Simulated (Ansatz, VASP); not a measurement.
## Two plane-wave programs on ZnS

```
Zn S
1.0
     3.84549    0.00000    0.00000
    -1.92275    3.33029    0.00000
     0.00000    0.00000    6.30533
Zn S
2 2
Direct
  0.38425 0.69212 0.01480
  0.66667 0.33333 0.50522
  0.33333 0.66667 0.37978
  0.66667 0.33333 0.87978
```

Alike in both runs: task single point; functional PBE; k mesh 12 × 12 × 4; occupations gaussian, width 0.05 eV; no spin polarisation.

|  | VASP | Ansatz |
| --- | --- | --- |
| version | VASP 6.6.1 | Ansatz 0.2.0 |
| potentials or method | VASP PAW PBE potentials, release 64 (Zn, S), cutoff 520 eV | scalar-relativistic, plane waves, PAW |
| valence electrons in the cell | 36 | 36 |

```tsv
	VASP	Ansatz	Ansatz less VASP
gap on the k mesh at the Fermi level (eV)	1.99	1.98	-0.005
least direct gap on the mesh (eV)	1.99	1.98	-0.005
pressure (GPa)	0.5	0.4	-0.16
traceless stress, the component that is largest in VASP (GPa)	-0.77	-0.75	+0.019
rms of the force components (eV/Å)	0.269	0.266	-0.0027
```

Atom by atom the forces differ by 0.003 eV/Å (rms over components). With one functional, cell and mesh, what is left measures potentials, basis and numerics.
